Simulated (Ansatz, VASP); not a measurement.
**Two plane-wave programs on Ni**

INCAR

```
SYSTEM = Ni
PREC = Accurate
ENCUT = 600
EDIFF = 1E-6
ISMEAR = 1
SIGMA = 0.053
LREAL = .False.
LASPH = .True.
NELM = 200
ALGO = Normal
ISIF = 2
LWAVE = .False.
LCHARG = .False.
ISPIN = 2
MAGMOM = 0.81
LORBIT = 11
LMAXMIX = 4
GGA = PE
NBANDS = 15
GGA_COMPAT = .False.
```

File KPOINTS:

```
regular mesh
0
Gamma
  8 8 8
  0 0 0
```

POSCAR

```
Ni
1.0
    0.0000000000      1.7679500000      1.7679500000
    1.7679500000      0.0000000000      1.7679500000
    1.7679500000      1.7679500000      0.0000000000
Ni
1
Direct
    0.0000000000      0.0000000000      0.0000000000
```

Input for Ansatz:

```yaml
crystal:
  lattice:
    - [0.0, 1.76795, 1.76795]
    - [1.76795, 0.0, 1.76795]
    - [1.76795, 1.76795, 0.0]
  atoms:
    - { symbol: Ni, position: [0.0, 0.0, 0.0], spin: 0.81 }
basis:
  ecutwfc: 420
kpoints:
  mp_grid: { grid: [8, 8, 8] }
hamiltonian:
  xc: pbe
scf:
  occupations: { method: cold, width: 0.053 }
  lower_state_search: "off"
output:
  forces: true
  stress: true
  eigenvalues: true
  populations: true
magnetization:
  spin_polarized: true
```

Alike in both runs: task single point; functional PBE; k mesh 8 × 8 × 8; collinear spin.

```csv
,VASP,Ansatz
version,VASP 6.6.1,Ansatz 0.2.0
potentials or method,"VASP PAW PBE potentials, release 64 (Ni), cutoff 600 eV","scalar-relativistic, plane waves, PAW"
occupations,"methfessel-paxton of order 1, width 0.053 eV","cold, width 0.053 eV"
valence electrons in the cell,10,18
```

Ansatz gave:

```
gap on the k mesh at the Fermi level (eV)                     : none
pressure (GPa)                                                : -2.7
net moment per atom (μB)                                      : 0.70
size of the moment on the site where the two differ most (μB) : 0.74
```

Task: Estimate VASP's values.

Result: gap on the k mesh at the Fermi level (eV): none; pressure (GPa): -2.8; net moment per atom (μB): 0.70; size of the moment on the site where the two differ most (μB): 0.71.

Site moments also hang on the region over which each program counts them. A gap of «none» marks a metal or a gap that the smearing closes. VASP's potentials hold 10 valence electrons a cell and Ansatz's 18, so a difference there can come from the potentials and not from the codes. Ansatz's warnings: stability check not made.

The k mesh is coarse, so the values compare programs but aren't converged.
